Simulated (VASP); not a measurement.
# BP (P6_3/mmc) in VASP: a series of runs, part 2 of 2

VASP 6.6.1. The steps go on from the part before.

### 4 Single point, LDA

INCAR

```
SYSTEM = BP
PREC     = Accurate       ! precision mode
ENCUT    = 520            ! plane-wave cutoff, eV
EDIFF    = 1E-6           ! SCF threshold, eV
ISMEAR   = 0              ! smearing method
SIGMA    = 0.01           ! smearing width, eV
LREAL    = .FALSE.        ! projectors in reciprocal space
LASPH    = .TRUE.         ! aspherical terms in the spheres
NELM     = 80             ! most SCF steps
ALGO     = Normal         ! electronic algorithm
ISIF     = 2              ! what is computed and relaxed
LWAVE    = .FALSE.        ! write WAVECAR
LCHARG   = .TRUE.         ! write CHGCAR
GGA      = CA             ! functional
LELF     = .TRUE.         ! ELF
LVHAR    = .TRUE.       
NBANDS   = 16             ! bands
```

KPOINTS

```
regular mesh
0
G
  6 6 2
  0 0 0
```

POSCAR

```
BP
1.0
    3.2039354075      0.0000000000      0.0000000000
   -1.6019677038      2.7746894549      0.0000000000
    0.0000000000      0.0000000000      8.4666274574
B P
2 2
Direct
    0.3333333333      0.6666666667      0.2500000000
    0.6666666667      0.3333333333      0.7500000000
    0.6666666667      0.3333333333      0.2500000000
    0.3333333333      0.6666666667      0.7500000000
```

Potentials or basis: VASP PAW LDA potentials, release 64 (B, P).

Run with:

```
$ cat potpaw_LDA.64/B/POTCAR potpaw_LDA.64/P/POTCAR > POTCAR
$ mpirun -np 1 vasp_std > vasp.out
```

OUTCAR:

```text
SYSTEM = BP
   PREC = Accurate
   ENCUT = 520
   EDIFF = 1E-6
   ISMEAR = 0
   LREAL = .FALSE.
   LASPH = .TRUE.
   NELM = 80
   ISIF = 2
   GGA = CA

 ion  position               nearest neighbor table
   1  0.333  0.667  0.250-   3 1.85   3 1.85   3 1.85
   2  0.667  0.333  0.750-   4 1.85   4 1.85   4 1.85
   3  0.667  0.333  0.250-   1 1.85   1 1.85   1 1.85
   4  0.333  0.667  0.750-   2 1.85   2 1.85   2 1.85

  LATTYP: Found a hexagonal cell.
 ALAT       =     3.2039354075
 C/A-ratio  =     2.6425712071

  Lattice vectors:
[... 451 lines left out ...]
  Direction    XX          YY          ZZ          XY          YZ          ZX
  --------------------------------------------------------------------------------------
  -------------------------------------------------------------------------------------
  Total       -1.5991848     -1.5991848     -0.3881101      0.0000000      0.0000000     -0.0000000
  in kB      -34.0408702    -34.0408702     -8.2614636      0.0000000      0.0000000     -0.0000000
  external PRESSURE =     -25.4477347 kB  Pullay stress =       0.0000000 kB

 VOLUME and BASIS-vectors are now :
 -----------------------------------------------------------------------------
  energy-cutoff  :      520.00
  volume of cell :       75.27
      direct lattice vectors                 reciprocal lattice vectors
     3.203935407  0.000000000  0.000000000     0.312116155  0.180200346  0.000000000
    -1.601967704  2.774689455  0.000000000     0.000000000  0.360400692  0.000000000
     0.000000000  0.000000000  8.466627457     0.000000000  0.000000000  0.118110783

 POSITION                                       TOTAL-FORCE (eV/Angst)
 -----------------------------------------------------------------------------------
     -0.00000      1.84979      2.11666        -0.000000      0.000000      0.000000
      1.60197      0.92490      6.34997        -0.000000     -0.000000      0.000000
      1.60197      0.92490      2.11666         0.000000     -0.000000      0.000000
     -0.00000      1.84979      6.34997        -0.000000      0.000000      0.000000
 -----------------------------------------------------------------------------------
    total drift:                                0.000000     -0.000000      0.000000

  FREE ENERGIE OF THE ION-ELECTRON SYSTEM (eV)
  ---------------------------------------------------
  free  energy   TOTEN  =       -26.7687466320 eV

  energy  without entropy=      -26.7687466320  energy(sigma->0) =      -26.76874663
```

OSZICAR:

```text
N       E                     dE             d eps       ncg     rms          rms(c)
DAV:   1     0.440038998141E+02    0.44004E+02   -0.62939E+03   448   0.822E+02
DAV:   2    -0.251872906647E+02   -0.69191E+02   -0.62822E+02   600   0.154E+02
DAV:   3    -0.286318065301E+02   -0.34445E+01   -0.34229E+01   600   0.351E+01
DAV:   4    -0.286765539917E+02   -0.44747E-01   -0.44715E-01   576   0.456E+00
DAV:   5    -0.286777055032E+02   -0.11515E-02   -0.11512E-02   592   0.728E-01    0.105E+01
DAV:   6    -0.270800372576E+02    0.15977E+01   -0.20145E+00   544   0.831E+00    0.571E+00
DAV:   7    -0.268067358403E+02    0.27330E+00   -0.50781E-01   568   0.374E+00    0.196E+00
DAV:   8    -0.267680774147E+02    0.38658E-01   -0.10333E-01   544   0.158E+00    0.519E-01
DAV:   9    -0.267686917092E+02   -0.61429E-03   -0.52571E-03   576   0.389E-01    0.265E-01
DAV:  10    -0.267687246677E+02   -0.32958E-04   -0.75290E-04   512   0.153E-01    0.808E-02
DAV:  11    -0.267687441404E+02   -0.19473E-04   -0.35058E-05   616   0.330E-02    0.644E-02
DAV:  12    -0.267687467776E+02   -0.26372E-05   -0.20227E-05   480   0.215E-02    0.206E-02
DAV:  13    -0.267687466320E+02    0.14563E-06   -0.60149E-07   504   0.524E-03
   1 F= -.26768747E+02 E0= -.26768747E+02  d E =-.230207E-54
```

stdout:

```text
POSCAR found type information on POSCAR B P
 POSCAR found :  2 types and       4 ions
 scaLAPACK will be used
 LDA part: xc-table for (Slater(with rela. corr.)+CA(PZ))
 , standard interpolation
 POSCAR, INCAR and KPOINTS ok, starting setup
 FFT: planning ... GRIDC
 FFT: planning ... GRID_SOFT
 FFT: planning ... GRID
 WAVECAR not read
 entering main loop
```

It took 13 s on 1 thread of Intel Xeon Platinum 8259CL at 2.50GHz (Skylake/Cascade Lake), shared host; peak memory 0.15 GiB.

Results:

* Free energy: -26.7687 eV
* Pressure: -2.5 GPa
* Band gap on the k mesh: 0.81 eV, direct

A k mesh can miss the band edges.

### 5 Single point, r2SCAN

POSCAR is that of step 4.

INCAR.step1

```
SYSTEM = BP
PREC = Accurate ; ENCUT = 520
ISMEAR = 0 ; SIGMA = 0.01
LREAL = .False. ; LASPH = .True.
NELM = 60 ; NBANDS = 16
GGA = PE ; ALGO = Normal
EDIFF = 1E-4 ; LWAVE = .True.
LCHARG = .False.
```

INCAR.step2

```
SYSTEM = BP
PREC = Accurate ; ENCUT = 520
EDIFF = 1E-6 ; ISMEAR = 0
SIGMA = 0.01 ; LREAL = .False.
LASPH = .True. ; NELM = 60
ALGO = Normal ; ISIF = 2
LWAVE = .False. ; LCHARG = .False.
METAGGA = R2SCAN ; LMIXTAU = .True.
NBANDS = 16 ; ISTART = 1
```

KPOINTS

```
Automatic mesh
0
Gamma
  6 6 2
  0 0 0
```

Potentials or basis: VASP PAW PBE potentials, release 64 (B, P).

Run with:

```
$ cat potpaw_PBE.64/B/POTCAR potpaw_PBE.64/P/POTCAR > POTCAR
$ cp INCAR.step1 INCAR
$ mpirun -np 1 vasp_std > vasp.out
$ cp INCAR.step2 INCAR
$ mpirun -np 1 vasp_std > vasp.out
```

Run time: 49 s. Hardware: 1 thread of Intel Xeon Platinum 8259CL at 2.50GHz (Skylake/Cascade Lake), shared host; peak memory 0.19 GiB.

It converged, with:

* Free energy: -33.0086 eV
* Pressure: -0.3 GPa
* Band gap on the k mesh: 1.07 eV, direct

Stress tensor (GPa, compression positive):
```
-0.39  0.00  0.00
 0.00 -0.39  0.00
 0.00  0.00 -0.22
```

Levels at points of the mesh, in eV from the valence-band top:
```tsv
k point	band 5	band 6	band 7	band 8	band 9	band 10	band 11	band 12
(0.00, 0.00, 0.00)	-1.75	-1.75	-1.72	-1.72	3.58	4.99	4.99	5.06
(0.50, 0.00, 0.00)	-3.86	-3.82	-1.54	-0.60	1.13	2.29	3.11	3.28
(0.00, 0.00, 0.50)	-1.74	-1.74	-1.74	-1.74	5.03	5.03	5.03	5.03
(0.50, 0.00, 0.50)	-3.84	-3.84	-1.10	-1.10	1.62	1.62	3.20	3.20
```

Caveat: the PAW data sets were made with another functional, which shifts forces and pressure a little.

### 6 Single point, HSE06

POSCAR is that of step 5.

INCAR.step1

```
SYSTEM = BP
PREC = Accurate
ENCUT = 520
EDIFF = 1E-5
ISMEAR = 0
SIGMA = 0.01
LREAL = .False.
LASPH = .True.
NELM = 60
ALGO = Normal
ISIF = 2
LWAVE = .True.
LCHARG = .False.
GGA = PE
NBANDS = 16
```

INCAR.step2

```
SYSTEM = BP
PREC = Accurate
ENCUT = 520
EDIFF = 1E-6
ISMEAR = 0
SIGMA = 0.01
LREAL = .False.
LASPH = .True.
NELM = 60
ALGO = Normal
ISIF = 2
LWAVE = .False.
LCHARG = .False.
GGA = PE
LHFCALC = .True.
HFSCREEN = 0.2079
PRECFOCK = Normal
ISTART = 1
NBANDS = 16
```

KPOINTS is that of step 5.

Potentials or basis: VASP PAW PBE potentials, release 64 (B, P).

Run with:

```
$ cat potpaw_PBE.64/B/POTCAR potpaw_PBE.64/P/POTCAR > POTCAR
$ cp INCAR.step1 INCAR
$ mpirun -np 1 vasp_std > vasp.out
$ cp INCAR.step2 INCAR
$ mpirun -np 1 vasp_std > vasp.out
```

OUTCAR:

```text
SYSTEM = BP
   PREC = Accurate
   ENCUT = 520
   EDIFF = 1E-6
   ISMEAR = 0
   LREAL = .False.
   LASPH = .True.
   NELM = 60
   ISIF = 2
   GGA = PE
   LHFCALC = .True.
   HFSCREEN = 0.2079
   PRECFOCK = Normal
   ISTART = 1

 ion  position               nearest neighbor table
   1  0.333  0.667  0.250-   3 1.85   3 1.85   3 1.85
   2  0.667  0.333  0.750-   4 1.85   4 1.85   4 1.85
   3  0.667  0.333  0.250-   1 1.85   1 1.85   1 1.85
   4  0.333  0.667  0.750-   2 1.85   2 1.85   2 1.85

  LATTYP: Found a hexagonal cell.
 ALAT       =     3.2039354075
 C/A-ratio  =     2.6425712071

  Lattice vectors:

 A1 = (   3.2039354075,   0.0000000000,   0.0000000000)
 A2 = (  -1.6019677038,   2.7746894549,   0.0000000000)
 A3 = (   0.0000000000,   0.0000000000,   8.4666274574)

Analysis of symmetry for initial positions (statically):
=====================================================================
 Subroutine PRICEL returns:
 Original cell was already a primitive cell.

 Routine SETGRP: Setting up the symmetry group for a
 hexagonal supercell.

 Subroutine GETGRP returns: Found 24 space group operations
 (whereof 12 operations were pure point group operations)
 out of a pool of 24 trial point group operations.

The static configuration has the point symmetry D_3d.
 The point group associated with its full space group is D_6h.

Analysis of symmetry for dynamics (positions and initial velocities):
=====================================================================
 Subroutine PRICEL returns:
 Original cell was already a primitive cell.

 Routine SETGRP: Setting up the symmetry group for a
 hexagonal supercell.

 Subroutine GETGRP returns: Found 24 space group operations
[... 122 lines left out ...]
   GGA     = PE    functional components
   LHFCALC =     T    Hartree Fock is set to
   PRECFOCK=normal    Normal, Fast or Accurate (Low or Medium for compatibility)
   ENCUT4O =  -1.0   cutoff for four orbital integrals eV
   NKREDX  =     1    reduce k-point grid by
   NKREDY  =     1    reduce k-point grid by
   NKREDZ  =     1    reduce k-point grid by
   AEXX    =    0.2500 exact exchange contribution
   HFSCREEN=    0.2079 screening length (either q_TF or 0.3 A-1)
   HFSCREENC=   0.2079 screening length for correlation (either q_TF or 0.3 A-1)
   ENCUTFOCK=  -1.0 apply spherical cutoff to Coloumb kernel
   IVDW    =     0    specifies the selected vdW correction
   LEPSILON=     F    determine dielectric tensor
   LRPA    =     F    only Hartree local field effects (RPA)
 non-spin polarized calculation
 Gauss-broadening in eV      SIGMA  =   0.01
  energy-cutoff  :      520.00
  volume of cell :       75.27
 maximum number of plane-waves:      2058
 NGX is ok and might be reduce to    24
  NGX = 18; NGY = 18; NGZ = 48

 number of electron      16.0000001 magnetization

 Free energy of the ion-electron system (eV)
  ---------------------------------------------------
  ext. energy  EPLUGINS =         0.00000000
  ---------------------------------------------------
  free energy    TOTEN  =       -27.88683696 eV

  energy without entropy =      -27.88683696  energy(sigma->0) =      -27.88683696

 E-fermi :   2.2586     XC(G=0):  -6.9881

 val. band max:        2.2007452383   @ k =   0.3333   0.3333   0.5000
 cond. band min:       3.5358262656   @ k =   0.3333   0.3333   0.5000
 fundamental gap:      1.3350810273
 Fermi energy:         2.2586428417

 k-point     1 :       0.0000    0.0000    0.0000
  band No.  band energies     occupation
      1     -13.2460      2.00000
      2     -13.1083      2.00000
      3      -3.1966      2.00000
      4      -1.8707      2.00000
      5       0.1425      2.00000
      6       0.1425      2.00000
[... 243 lines left out ...]
      3      -6.8382      2.00000
      4      -6.8382      2.00000
      5      -4.8742      2.00000
      6      -4.8742      2.00000
[... 8 lines left out ...]
     15      11.9548      0.00000
     16      11.9548      0.00000

------------------------ aborting loop because EDIFF is reached ----------------------------------------

  FORCE on cell =-STRESS in cart. coord.  units (eV):
  Direction    XX          YY          ZZ          XY          YZ          ZX
  --------------------------------------------------------------------------------------
  -------------------------------------------------------------------------------------
  Total       -0.4792869     -0.4792869      0.1937784      0.0000000     -0.0000000      0.0000000
  in kB      -10.2022881    -10.2022881      4.1248434      0.0000000     -0.0000000      0.0000000
  external PRESSURE =      -5.4265776 kB  Pullay stress =       0.0000000 kB

 VOLUME and BASIS-vectors are now :
 -----------------------------------------------------------------------------
  energy-cutoff  :      520.00
  volume of cell :       75.27
      direct lattice vectors                 reciprocal lattice vectors
     3.203935407  0.000000000  0.000000000     0.312116155  0.180200346  0.000000000
    -1.601967704  2.774689455  0.000000000     0.000000000  0.360400692  0.000000000
     0.000000000  0.000000000  8.466627457     0.000000000  0.000000000  0.118110783

 POSITION                                       TOTAL-FORCE (eV/Angst)
 -----------------------------------------------------------------------------------
     -0.00000      1.84979      2.11666         0.000000     -0.000000      0.000000
      1.60197      0.92490      6.34997        -0.000000      0.000000      0.000000
      1.60197      0.92490      2.11666         0.000000     -0.000000     -0.000000
     -0.00000      1.84979      6.34997        -0.000000      0.000000     -0.000000
 -----------------------------------------------------------------------------------
    total drift:                                0.000000     -0.000000      0.000000

  FREE ENERGIE OF THE ION-ELECTRON SYSTEM (eV)
  ---------------------------------------------------
  free  energy   TOTEN  =       -27.8868369580 eV

  energy  without entropy=      -27.8868369580  energy(sigma->0) =      -27.88683696
```

OUTCAR.step1:

```text
SYSTEM = BP
   PREC = Accurate
   ENCUT = 520
   EDIFF = 1E-5
   ISMEAR = 0
   LREAL = .False.
   LASPH = .True.
   NELM = 60
[... 484 lines left out ...]
      1.60197      0.92490      6.34997        -0.000000     -0.000000      0.000000
      1.60197      0.92490      2.11666        -0.000000      0.000000      0.000000
     -0.00000      1.84979      6.34997         0.000000     -0.000000      0.000000
 -----------------------------------------------------------------------------------
    total drift:                                0.000000     -0.000000      0.000000

  FREE ENERGIE OF THE ION-ELECTRON SYSTEM (eV)
  ---------------------------------------------------
  free  energy   TOTEN  =       -24.3142923997 eV

  energy  without entropy=      -24.3142923997  energy(sigma->0) =      -24.31429240
```

OSZICAR.step1:

```text
N       E                     dE             d eps       ncg     rms          rms(c)
DAV:   1     0.468738642553E+02    0.46874E+02   -0.63030E+03   448   0.823E+02
DAV:   2    -0.225294122770E+02   -0.69403E+02   -0.63054E+02   592   0.155E+02
DAV:   3    -0.259359719725E+02   -0.34066E+01   -0.33850E+01   600   0.348E+01
DAV:   4    -0.259796393174E+02   -0.43667E-01   -0.43632E-01   568   0.449E+00
DAV:   5    -0.259807466302E+02   -0.11073E-02   -0.11070E-02   600   0.710E-01    0.102E+01
DAV:   6    -0.245774460570E+02    0.14033E+01   -0.15731E+00   536   0.743E+00    0.573E+00
DAV:   7    -0.243307093672E+02    0.24674E+00   -0.53111E-01   584   0.379E+00    0.183E+00
DAV:   8    -0.243108898296E+02    0.19820E-01   -0.76661E-02   536   0.144E+00    0.405E-01
DAV:   9    -0.243130221936E+02   -0.21324E-02   -0.37379E-03   544   0.332E-01    0.207E-01
DAV:  10    -0.243141746240E+02   -0.11524E-02   -0.11492E-03   488   0.193E-01    0.732E-02
DAV:  11    -0.243142497716E+02   -0.75148E-04   -0.52840E-05   592   0.407E-02    0.606E-02
DAV:  12    -0.243142935942E+02   -0.43823E-04   -0.87671E-05   480   0.480E-02    0.377E-02
DAV:  13    -0.243142923997E+02    0.11945E-05   -0.16973E-06   472   0.774E-03
   1 F= -.24314292E+02 E0= -.24314292E+02  d E =-.939425E-15
```

Wall time 14 min (1 thread of Intel Xeon Platinum 8259CL at 2.50GHz (Skylake/Cascade Lake), shared host); peak memory 0.3 GiB.

What came out:

```
Free energy            : -27.8868 eV
Pressure               : -0.5 GPa
Band gap on the k mesh : 1.34 eV, direct
```

Stress tensor (GPa, compression positive):
```
-1.02  0.00  0.00
 0.00 -1.02  0.00
 0.00  0.00  0.41
```

Caveat: the PAW data sets were made with another functional, which shifts forces and pressure a little; this functional lacks dispersion, which binds the layers, so the pressure and a relaxed spacing across them are unreliable. A k mesh can miss the band edges.

### 7 The runs side by side

| level | potentials or basis | grid for exact exchange (PRECFOCK) | screening parameter | gap on the mesh (eV) | pressure (GPa) |
| --- | --- | --- | --- | --- | --- |
| PBE | VASP PAW PBE potentials, release 64 (B, P) | - | - | 0.87 | 1.0 |
| LDA | VASP PAW LDA potentials, release 64 (B, P) | - | - | 0.81 | -2.5 |
| r2SCAN | VASP PAW PBE potentials, release 64 (B, P) | - | - | 1.07 | -0.3 |
| HSE06 | VASP PAW PBE potentials, release 64 (B, P) | Normal | 0.2079 1/Å | 1.34 | -0.5 |

Alike in all rows: task single point; no spin polarisation; cell as given; k mesh 6 × 6 × 2; cutoff (eV) 520; smearing gaussian 0.01 eV.

Caveats: this functional lacks dispersion, which binds the layers, so the pressure and a relaxed spacing across them are unreliable (some runs); the PAW data sets were made with another functional, which shifts forces and pressure a little (some runs).

Absolute energies hang on the potentials; compare differences alone.
